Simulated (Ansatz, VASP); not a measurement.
Two plane-wave programs on Si2W

INCAR

```
ALGO     = Normal         # electronic algorithm
EDIFF    = 1E-7           # SCF threshold, eV
ENCUT    = 520            # plane-wave cutoff, eV
GGA      = PE             # functional
ISIF     = 2              # what is computed and relaxed
ISMEAR   = 0              # smearing method
LASPH    = True           # aspherical terms in the spheres
LCHARG   = False          # write CHGCAR
LREAL    = False          # projectors in reciprocal space
LWAVE    = False          # write WAVECAR
NBANDS   = 18             # bands
NELM     = 80             # most SCF steps
PREC     = Accurate       # precision mode
SIGMA    = 0.15           # smearing width, eV
```

File KPOINTS:

```
k-points
0
Gamma
  18 18 18
```

File POSCAR:

```
Si2W
1.0
   -1.6440519888      1.6440519888      3.3389051840
    1.6440519888     -1.6440519888      3.3389051840
    1.6440519888      1.6440519888     -3.3389051840
Si W
2 1
Direct
    0.3345726944      0.3345726944      0.0000000000
    0.6654273056      0.6654273056      0.0000000000
    0.0000000000      0.0000000000      0.0000000000
```

Input for Ansatz:

```yaml
crystal:
  lattice:
    - [-1.6440519888, 1.6440519888, 3.338905184]
    - [1.6440519888, -1.6440519888, 3.338905184]
    - [1.6440519888, 1.6440519888, -3.338905184]
  atoms:
    - { symbol: Si, position: [0.3345726944, 0.3345726944, 0.0] }
    - { symbol: Si, position: [0.6654273056, 0.6654273056, 0.0] }
    - { symbol: W, position: [0.0, 0.0, 0.0] }
basis:
  ecutwfc: 420
kpoints:
  mp_grid: { grid: [18, 18, 18] }
hamiltonian:
  xc: pbe
  pseudopotentials: { kind: paw, azcp: { folder: soft_1 } }
scf:
  occupations: { method: gaussian, width: 0.15 }
output:
  forces: true
  stress: true
  eigenvalues: true
```

Alike in both runs: task single point; functional PBE; k mesh 18 × 18 × 18; occupations gaussian, width 0.15 eV; no spin polarisation.

|  | VASP | Ansatz |
| --- | --- | --- |
| version | VASP 6.6.1 | Ansatz 0.2.0 |
| potentials or method | VASP PAW PBE potentials, release 64 (Si, W_sv), cutoff 520 eV | scalar-relativistic, plane waves, PAW |
| valence electrons in the cell | 22 | 22 |

|  | VASP | Ansatz | Ansatz less VASP |
| --- | --- | --- | --- |
| gap on the k mesh at the Fermi level (eV) | none | none | - |
| rms of the force components (eV/Å) | 0.331 | 0.324 | -0.0077 |

Atom by atom the forces differ by 0.008 eV/Å (rms over components). A gap of «none» marks a metal or a gap that the smearing closes. The functional is the same, so the differences come from potentials, cutoffs and numerics.

Neither program's run includes spin-orbit coupling.
